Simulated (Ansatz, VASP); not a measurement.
**Two plane-wave programs on CdF2**

```
Cd F
1.0
     0.00000    2.61318    2.77482
     2.61318    0.00000    2.77482
     2.61318    2.61318    0.00000
Cd F
1 2
Direct
  0.00000 0.00000 0.00000
  0.25000 0.25000 0.25000
  0.75000 0.75000 0.75000
```

Change from the starting cell: strain -0.030 along x and y, +0.030 along z, atoms carried along.

Alike in both runs: task single point; functional PBE; k mesh 8 × 8 × 8; occupations gaussian, width 0.05 eV; no spin polarisation.

|  | VASP | Ansatz |
| --- | --- | --- |
| version | VASP 6.6.1 | Ansatz 0.2.0 |
| potentials or method | VASP PAW PBE potentials, release 64 (Cd, F), cutoff 520 eV | scalar-relativistic, plane waves, PAW |
| valence electrons in the cell | 26 | 34 |

```csv
,VASP,Ansatz,Ansatz less VASP
gap on the k mesh at the Fermi level (eV),3.08,3.12,+0.035
least direct gap on the mesh (eV),3.50,3.53,+0.032
pressure (GPa),10.3,9.4,-0.91
"traceless stress, the component that is largest in VASP (GPa)",-4.35,-4.43,-0.081
```

The functional is the same, so the differences come from potentials, cutoffs and numerics. VASP's potentials hold 26 valence electrons a cell and Ansatz's 34, so a difference there can come from the potentials and not from the codes.
